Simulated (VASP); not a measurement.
# Sb (P6_3/mmc) in VASP: settings compared

Sb is run at these levels: PBE, LDA; tasks: single point.

Everything below comes from runs of VASP 6.6.1. Logs are shortened: lines on timing, memory, paths and dates and some standing lists are left out, and cuts for length are marked.

**1. The cell of the first run**

Symmetry: P6_3/mmc, No. 194, hexagonal system. The conventional cell has a = 3.355 Å, b = 3.355 Å, c = 5.470 Å, α = 90.00°, β = 90.00°, γ = 120.00°. Within 4.4 Å of Sb (site symmetry -6m2) lie 12 Sb at 3.35 Å.

**2. Single point, PBE**

File INCAR:

```
PREC = Accurate
ENCUT = 520
EDIFF = 1E-6
ISMEAR = -1
SIGMA = 0.05
LREAL = F
LASPH = T
NELM = 80
ALGO = Normal
ISIF = 2
LWAVE = F
LCHARG = T
GGA = PE
LELF = T
LVHAR = T
NBANDS = 12
```

File KPOINTS:

```
Automatic mesh
0
Gamma
  9 9 5
```

File POSCAR:

```
Sb
1.0
    3.3545324186      0.0000000000      0.0000000000
   -1.6772662093      2.9051102923      0.0000000000
    0.0000000000      0.0000000000      5.4701606500
Sb
2
Direct
    0.6666666667      0.3333333333      0.7500000000
    0.3333333333      0.6666666667      0.2500000000
```

Potentials or basis: VASP PAW PBE potentials, release 64 (Sb).

Started as:

```sh
cat potpaw_PBE.64/Sb/POTCAR > POTCAR
mpirun -np 1 vasp_std > vasp.out
```

OUTCAR:

```text
PREC = Accurate
   ENCUT = 520
   EDIFF = 1E-6
   ISMEAR = -1
   LREAL = F
   LASPH = T
   NELM = 80
   ISIF = 2
   GGA = PE

 ion  position               nearest neighbor table
   1  0.667  0.333  0.750-   2 3.35   2 3.35   2 3.35   2 3.35   2 3.35   2 3.35
   2  0.333  0.667  0.250-   1 3.35   1 3.35   1 3.35   1 3.35   1 3.35   1 3.35

  LATTYP: Found a hexagonal cell.
 ALAT       =     3.3545324186
 C/A-ratio  =     1.6306775334

  Lattice vectors:

 A1 = (   3.3545324186,   0.0000000000,   0.0000000000)
 A2 = (  -1.6772662093,   2.9051102923,   0.0000000000)
 A3 = (   0.0000000000,   0.0000000000,   5.4701606500)

Analysis of symmetry for initial positions (statically):
=====================================================================
 Subroutine PRICEL returns:
 Original cell was already a primitive cell.

 Routine SETGRP: Setting up the symmetry group for a
 hexagonal supercell.

 Subroutine GETGRP returns: Found 24 space group operations
 (whereof 12 operations were pure point group operations)
 out of a pool of 24 trial point group operations.

The static configuration has the point symmetry D_3d.
 The point group associated with its full space group is D_6h.

Analysis of symmetry for dynamics (positions and initial velocities):
=====================================================================
 Subroutine PRICEL returns:
 Original cell was already a primitive cell.

 Routine SETGRP: Setting up the symmetry group for a
 hexagonal supercell.

 Subroutine GETGRP returns: Found 24 space group operations
 (whereof 12 operations were pure point group operations)
 out of a pool of 24 trial point group operations.

The dynamic configuration has the point symmetry D_3d.
 The point group associated with its full space group is D_6h.

 Subroutine INISYM returns: Found 24 space group operations
 (whereof 12 operations are pure point group operations),
 and found     1 'primitive' translations

----------------------------------------------------------------------------------------

                                     Primitive cell

  volume of cell :      53.3083

  direct lattice vectors                    reciprocal lattice vectors
     3.354532419  0.000000000  0.000000000     0.298104139  0.172110505  0.000000000
    -1.677266209  2.905110292  0.000000000     0.000000000  0.344221010  0.000000000
     0.000000000  0.000000000  5.470160650     0.000000000  0.000000000  0.182809987

  length of vectors
     3.354532419  3.354532419  5.470160650     0.344221010  0.344221010  0.182809987

  position of ions in fractional coordinates (direct lattice)
     0.666666667  0.333333333  0.750000000
     0.333333333  0.666666667  0.250000000

  ion indices of the primitive-cell ions
   primitive index   ion index
                 1           1
                 2           2

----------------------------------------------------------------------------------------

 KPOINTS: Automatic mesh

Automatic generation of k-mesh.
 Grid dimensions read from file:
 generate k-points for:    9    9    5

 Generating k-lattice:

  Cartesian coordinates                     Fractional coordinates (reciprocal lattice)
     0.033122682  0.019123389  0.000000000     0.111111111  0.000000000  0.000000000
     0.000000000  0.038246779  0.000000000     0.000000000  0.111111111  0.000000000
     0.000000000  0.000000000  0.036561997     0.000000000  0.000000000  0.200000000

  Length of vectors
     0.038246779  0.038246779  0.036561997

  Shift w.r.t. Gamma in fractional coordinates (k-lattice)
     0.000000000  0.000000000  0.000000000

 Subroutine IBZKPT returns following result:
 ===========================================

 Found     36 irreducible k-points:

 Following reciprocal coordinates:
            Coordinates               Weight
  0.000000  0.000000  0.000000      1.000000
  0.111111  0.000000  0.000000      6.000000
  0.222222  0.000000  0.000000      6.000000
  0.333333  0.000000  0.000000      6.000000
  0.444444  0.000000  0.000000      6.000000
  0.111111  0.111111  0.000000      6.000000
[... 16 lines left out ...]
  0.333333  0.222222  0.200000     24.000000
  0.333333  0.333333  0.200000      4.000000
 [... further k-points ...]
   k-points           NKPTS =     36   k-points in BZ     NKDIM =     36   number of bands    NBANDS=     12
   number of dos      NEDOS =    301   number of ions     NIONS =      2
   total plane-waves  NPLWV =  32928
   dimension x,y,z NGX =    28 NGY =   28 NGZ =   42
   dimension x,y,z NGXF=    56 NGYF=   56 NGZF=   84
   ions per type =               2
   NGX,Y,Z   is equivalent  to a cutoff of  13.88, 13.88, 12.76 a.u.
   NGXF,Y,Z  is equivalent  to a cutoff of  27.75, 27.75, 25.53 a.u.
 SYSTEM =  unknown system
   PREC   = accura    normal or accurate (medium, high low for compatibility)
   ISTART =      0    job   : 0-new  1-cont  2-samecut
   ICHARG =      2    charge: 1-file 2-atom 10-const
   ISPIN  =      1    spin polarized calculation?
   LNONCOLLINEAR =      F non collinear calculations
   LSORBIT =      F    spin-orbit coupling
   LASPH  =      T    aspherical Exc in radial PAW
   ENCUT  =  520.0 eV  38.22 Ry    6.18 a.u.   6.24  6.24 10.17*2*pi/ulx,y,z
   NELM   =     80;   NELMIN=  2; NELMDL= -5     # of ELM steps
   EDIFF  = 0.1E-05   stopping-criterion for ELM
   LREAL  =      F    real-space projection
   EDIFFG = 0.1E-04   stopping-criterion for IOM
   NSW    =      0    number of steps for IOM
   IBRION =     -1    ionic relax: 0-MD 1-quasi-New 2-CG
   NFREE  =      0    steps in history (QN), initial steepest desc. (CG)
   ISIF   =      2    stress and relaxation
   ISYM   =      2    0-nonsym 1-usesym 2-fastsym
   POTIM  = 0.5000    time-step for ionic-motion
   TEBEG  =    0.0;   TEEND  =   0.0 temperature during run
   PSTRESS=    0.0 pullay stress
   NELECT =      10.0000    total number of electrons
   NUPDOWN=      -1.0000    fix difference up-down
   EMIN   =  10.00;   EMAX   =-10.00  energy-range for DOS
   EFERMI =   0.00;   METHOD = LEGACY
   ISMEAR =    -1;   SIGMA  =   0.05  broadening in eV -4-tet -1-fermi 0-gaus
   EFERMI_NEDOS =   21; number of points for ismear=-14 and -15
   IALGO  =     38    algorithm
   IMIX   =      4    mixing-type and parameters
     AMIX     =   0.40;   BMIX     =  1.00
     AMIX_MAG =   1.60;   BMIX_MAG =  1.00
  volume/ion in A,a.u.               =      26.65       179.87
  Fermi-wavevector in a.u.,A,eV,Ry     =   0.937152  1.770960 11.949364  0.878253
  Thomas-Fermi vector in A             =   2.064234
   LORBIT       =      0    0 simple, 1 ext, 2 COOP (PROOUT), +10 PAW based schemes
   GGA     = PE    functional components
   LHFCALC =     F    Hartree Fock is set to
   AEXX    =    0.0000 exact exchange contribution
   IVDW    =     0    specifies the selected vdW correction
   LEPSILON=     F    determine dielectric tensor
   LRPA    =     F    only Hartree local field effects (RPA)
 non-spin polarized calculation
  energy-cutoff  :      520.00
  volume of cell :       53.31
 maximum number of plane-waves:      1448
 NGX is ok and might be reduce to    28
   NGX = 13   NGY = 13   NGZ = 21

 number of electron      10.0000000 magnetization

 Free energy of the ion-electron system (eV)
  ---------------------------------------------------
  ext. energy  EPLUGINS =         0.00000000
  ---------------------------------------------------
  free energy    TOTEN  =        -7.72763087 eV

  energy without entropy =       -7.71563454  energy(sigma->0) =       -7.72163271

 E-fermi :   8.5629     XC(G=0): -10.2773

 val. band max:        8.5390716269   @ k =   0.4444   0.1111   0.0000
 cond. band min:       8.5822773489   @ k =   0.2222   0.0000   0.4000
 fundamental gap:      0.0432057221
 Fermi energy:         8.5629063301

 k-point     1 :       0.0000    0.0000    0.0000
  band No.  band energies     occupation
      1      -4.3486      2.00000
      2      -0.5206      2.00000
      3       2.7747      2.00000
      4      12.2627      0.00000
      5      12.2627      0.00000
      6      13.9097      0.00000
      7      13.9097      0.00000
      8      14.1552      0.00000
      9      16.3788      0.00000
     10      17.6054      0.00000
     11      18.6193      0.00000
     12      18.6193      0.00000

 k-point     2 :       0.1111    0.0000    0.0000
  band No.  band energies     occupation
      1      -4.1298      2.00000
      2      -0.3289      2.00000
      3       3.0028      2.00000
      4      10.3586      0.00000
      5      11.5288      0.00000
      6      12.8027      0.00000
      7      13.8972      0.00000
      8      13.9983      0.00000
      9      16.2869      0.00000
     10      17.8468      0.00000
     11      18.5065      0.00000
     12      18.8212      0.00000

 k-point     3 :       0.2222    0.0000    0.0000
  band No.  band energies     occupation
      1      -3.4786      2.00000
      2       0.2169      2.00000
      3       3.6767      2.00000
      4       7.4670      2.00000
      5      10.4118      0.00000
      6      10.5197      0.00000
      7      12.7310      0.00000
      8      13.4969      0.00000
      9      14.6436      0.00000
     10      17.1199      0.00000
     11      18.1743      0.00000
     12      18.7821      0.00000

 k-point     4 :       0.3333    0.0000    0.0000
  band No.  band energies     occupation
      1      -2.4232      2.00000
      2       0.9212      2.00000
      3       4.7529      2.00000
      4       5.0182      2.00000
      5       8.0689      1.99990
      6       9.5455      0.00000
      7      10.7657      0.00000
      8      12.8130      0.00000
      9      13.6223      0.00000
     10      16.5048      0.00000
     11      17.6000      0.00000
     12      18.1323      0.00000

 k-point     5 :       0.4444    0.0000    0.0000
  band No.  band energies     occupation
      1      -1.1205      2.00000
      2       0.8384      2.00000
      3       4.1660      2.00000
      4       6.0284      2.00000
      5       6.0286      2.00000
      6       8.9061      0.00209
      7       9.0866      0.00006
      8      12.4000      0.00000
      9      13.1486      0.00000
     10      16.1976      0.00000
     11      17.2965      0.00000
     12      17.8068      0.00000
[... 228 lines left out ...]
      1      -0.4393      2.00000
      2       0.6640      2.00000
      3       3.7173      2.00000
      4       4.9192      2.00000
      5       7.2861      2.00000
      6       8.4370      1.85093
      7       9.4734      0.00000
      8      10.5673      0.00000
      9      14.9241      0.00000
     10      15.1112      0.00000
     11      17.9198      0.00000
     12      18.3134      0.00000

 k-point    22 :       0.2222    0.2222    0.2000
  band No.  band energies     occupation
      1      -1.6196      2.00000
      2       0.7427      2.00000
      3       4.8367      2.00000
      4       6.0347      2.00000
      5       6.9684      2.00000
      6       7.8592      2.00000
      7       9.2507      0.00000
      8      11.4997      0.00000
      9      14.8142      0.00000
     10      16.9945      0.00000
     11      18.0278      0.00000
     12      18.4189      0.00000

 k-point    23 :       0.3333    0.2222    0.2000
  band No.  band energies     occupation
      1      -0.3817      2.00000
      2       0.9785      2.00000
      3       4.2038      2.00000
      4       5.2712      2.00000
      5       6.2036      2.00000
      6       7.9676      1.99999
      7       8.5016      1.54608
      8      10.2519      0.00000
      9      13.9168      0.00000
     10      17.7888      0.00000
     11      18.1297      0.00000
     12      19.7794      0.00000

 k-point    24 :       0.3333    0.3333    0.2000
  band No.  band energies     occupation
      1       0.5856      2.00000
      2       0.5856      2.00000
      3       4.3616      2.00000
      4       5.3967      2.00000
      5       5.3967      2.00000
      6       6.9841      2.00000
      7       9.3510      0.00000
      8       9.3510      0.00000
      9      13.1691      0.00000
     10      19.0599      0.00000
     11      19.0599      0.00000
     12      20.8598      0.00000

 [... further k-points ...]
[... 5 lines left out ...]
  --------------------------------------------------------------------------------------
  -------------------------------------------------------------------------------------
  Total        0.4772553      0.4772553      0.3839412      0.0000000     -0.0000000      0.0000000
  in kB       14.3438807     14.3438807     11.5393300      0.0000000     -0.0000000      0.0000000
  external PRESSURE =      13.4090305 kB  Pullay stress =       0.0000000 kB

 VOLUME and BASIS-vectors are now :
 -----------------------------------------------------------------------------
  energy-cutoff  :      520.00
  volume of cell :       53.31
      direct lattice vectors                 reciprocal lattice vectors
     3.354532419  0.000000000  0.000000000     0.298104139  0.172110505  0.000000000
    -1.677266209  2.905110292  0.000000000     0.000000000  0.344221010  0.000000000
     0.000000000  0.000000000  5.470160650     0.000000000  0.000000000  0.182809987

 POSITION                                       TOTAL-FORCE (eV/Angst)
 -----------------------------------------------------------------------------------
      1.67727      0.96837      4.10262        -0.000000     -0.000000      0.000000
     -0.00000      1.93674      1.36754         0.000000      0.000000      0.000000
 -----------------------------------------------------------------------------------
    total drift:                                0.000000     -0.000000      0.000000

  FREE ENERGIE OF THE ION-ELECTRON SYSTEM (eV)
  ---------------------------------------------------
  free  energy   TOTEN  =        -7.7276308730 eV

  energy  without entropy=       -7.7156345418  energy(sigma->0) =       -7.72163271
```

It took 38 s on 1 thread of Intel Xeon 6975P-C, shared host; peak memory 0.18 GiB.

What came out:

| Quantity | Value |
| --- | --- |
| Free energy | -7.7276 eV |
| Pressure | 1.3 GPa |
| Band gap on the k mesh | zero (band 5 reaches 12.82 eV, above the bottom of band 6 at 5.89 eV) |

Caveat: spin-orbit coupling is left out, which moves the levels of the heavy elements.

**3. Single point, PBE**

This run uses another cell than the first one, of 28.25 Å³/atom, 1.060 times its volume.

File INCAR:

```
PREC = Accurate
ENCUT = 520
EDIFF = 1E-6
ISMEAR = -1
SIGMA = 0.05
LREAL = False
LASPH = True
NELM = 80
ALGO = Normal
ISIF = 2
LWAVE = False
LCHARG = False
GGA = PE
NBANDS = 12
```

File KPOINTS:

```
regular mesh
0
Gamma
  9 9 5
```

File POSCAR:

```
Sb
1.0
    3.4203242672      0.0000000000      0.0000000000
   -1.7101621336      2.9620877046      0.0000000000
    0.0000000000      0.0000000000      5.5774459394
Sb
2
Direct
    0.6666666667      0.3333333333      0.7500000000
    0.3333333333      0.6666666667      0.2500000000
```

Potentials or basis: VASP PAW PBE potentials, release 64 (Sb).

Started as:

```sh
cat potpaw_PBE.64/Sb/POTCAR > POTCAR
mpirun -np 1 vasp_std > vasp.out
```

Wall time 38 s (1 thread of Intel Xeon 6975P-C, shared host); peak memory 0.18 GiB.

It converged, with:

- Free energy: -7.7194 eV
- Pressure: -2.0 GPa
- Band gap on the k mesh: zero (band 5 reaches 11.76 eV, above the bottom of band 6 at 5.35 eV)

Stress tensor (GPa, compression positive):
```
-1.90  0.00  0.00
 0.00 -1.90  0.00
 0.00  0.00 -2.24
```

Levels at points of the mesh, in eV from the Fermi level:
```
           k point  band 2  band 3  band 4  band 5  band 6  band 7  band 8  band 9
(0.00, 0.00, 0.00)   -8.97   -5.43    3.42    3.42    4.95    4.95    5.15    7.54
```

Caveat: spin-orbit coupling is left out, which moves the levels of the heavy elements.

[end of part 1 of 2]
